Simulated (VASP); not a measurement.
CsC: single point with HSE06

Crystal: CsC.

```xyz
2
Lattice="0.0000 3.1101 3.1101 3.1101 0.0000 3.1101 3.1101 3.1101 0.0000" Properties=species:S:1:pos:R:3 pbc="T T T"
Cs    0.0000    0.0000    0.0000
C     1.5550    1.5550    1.5550
```

```
Program                            : VASP 6.6.1
Task                               : single point
Functional                         : HSE06
Potentials or basis                : VASP PAW PBE potentials, release 64 (Cs_sv, C)
Cutoff                             : 520 eV
k mesh                             : 4 × 4 × 4
Occupations                        : fermi-dirac, width 0.05 eV
Spin                               : no spin polarisation
Dipole correction                  : no
Grid for exact exchange (PRECFOCK) : Normal
Further INCAR settings             : ALGO = Normal; EDIFF = 1e-07; NBANDS = 14
Share of exact exchange            : 0.25
Screening parameter                : 0.2079 1/Å
```

* Pressure: 3.8 GPa
* Band gap on the k mesh: zero (an odd number of electrons rules out a gap without spin polarisation)

Levels at points of the mesh, in eV from the Fermi level:
```csv
k point,band 4,band 5,band 6,band 7,band 8,band 9
"(0.00, 0.00, 0.00)",-8.78,-8.78,-0.83,-0.83,-0.83,3.48
"(0.50, 0.00, 0.00)",-9.03,-7.50,-0.18,-0.18,0.62,5.44
"(0.50, 0.50, 0.00)",-9.42,-6.82,-1.30,1.19,1.19,4.78
```

Run time: 14 min on 1 thread of Intel(R) Xeon(R) Platinum 8259CL CPU @ 2.50GHz (Skylake/Cascade Lake), on a shared host, peak memory 0.31 GiB.

Caveat: the k points lie up to 0.44 Å⁻¹ apart, too coarse for converged energies and pressures of a metal; the PAW data sets were made with another functional, which shifts forces and pressure a little; spin-orbit coupling is left out, which moves the levels of the heavy elements.
